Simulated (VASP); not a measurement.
Wanted: the native input for a VASP 6.6.1 run.

```
Task                   : single point
Functional             : PBEsol
Potentials or basis    : VASP PAW PBE potentials, release 64 (Ru_pv)
Cutoff                 : 520 eV
k mesh                 : 21 × 21 × 12
Occupations            : gaussian, width 0.15 eV
Spin                   : no spin polarisation
Dipole correction      : no
Further INCAR settings : ALGO = Fast; EDIFF = 1e-06; NBANDS = 21
```

The structure of Ru lies in POSCAR:

```
Ru
1.0
    2.7331869686      0.0000000000      0.0000000000
   -1.3665934843      2.3670093481      0.0000000000
    0.0000000000      0.0000000000      4.1180928056
Ru
2
Direct
    0.3333333333      0.6666666667      0.2500000000
    0.6666666667      0.3333333333      0.7500000000
```

This cell differs from its parent crystal: volume 13.321 Å^3 an atom, c/a of the conventional cell 1.5067.

The input as run:

INCAR

```
SYSTEM = Ru
PREC = Accurate ; ENCUT = 520
EDIFF = 1E-6 ; ISMEAR = 0
SIGMA = 0.15 ; LREAL = .FALSE.
LASPH = .TRUE. ; NELM = 80
ALGO = Fast ; ISIF = 2
LWAVE = .FALSE. ; LCHARG = .FALSE.
GGA = PS ; NBANDS = 21
```

KPOINTS

```
regular mesh
0
G
  21 21 12
  0 0 0
```

Potentials or basis: VASP PAW PBE potentials, release 64 (Ru_pv).

Run with:

```bash
$ cat potpaw_PBE.64/Ru_pv/POTCAR > POTCAR
$ mpirun -np 1 vasp_std > vasp.out
```

It gave:

| Quantity | Value |
| --- | --- |
| Pressure | 1.5 GPa |
| Band gap on the k mesh | zero (band 14 reaches 14.46 eV, above the bottom of band 15 at 11.20 eV) |

Caveat: the PAW data sets were made with another functional, which shifts forces and pressure a little.

It took 72 s on 1 thread of Intel(R) Xeon(R) Platinum 8559C (Emerald Rapids) (shared host), peak memory 0.25 GiB.
